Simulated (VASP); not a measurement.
A run of VASP 6.6.1 is set up as follows.

Contents of INCAR:

```
ALGO = Normal ; EDIFF = 1E-6
ENCUT = 500 ; GGA = PE
GGA_COMPAT = F ; ISIF = 2
ISMEAR = 0 ; IVDW = 12
LASPH = T ; LCHARG = F
LREAL = F ; LWAVE = F
NBANDS = 16 ; NELM = 120
PREC = Accurate ; SIGMA = 0.1
```

KPOINTS

```
k-points
0
Gamma
  6 6 6
```

Contents of POSCAR:

```
HgTe
1.0
    0.0000000000      3.1800000000      3.1800000000
    3.1800000000      0.0000000000      3.1800000000
    3.1800000000      3.1800000000      0.0000000000
Hg Te
1 1
Direct
    0.0000000000      0.0000000000      0.0000000000
    0.5000000000      0.5000000000      0.5000000000
```

Potentials or basis: VASP PAW PBE potentials, release 64 (Hg, Te).

Command:

```sh
$ cat potpaw_PBE.64/Hg/POTCAR potpaw_PBE.64/Te/POTCAR > POTCAR
$ mpirun -np 1 vasp_std > vasp.out
```

(1) Estimate the band gap on the k mesh.

(2) Estimate the dispersion energy per atom.

(3) What does it give for the pressure?

## Answers

(1) zero (bands 9 and 10 overlap by 1.97 eV).

(2) -0.388 eV.

(3) -5.8 GPa.

Caveat: the cell stands under tension; spin-orbit coupling is left out, which moves the levels of the heavy elements.
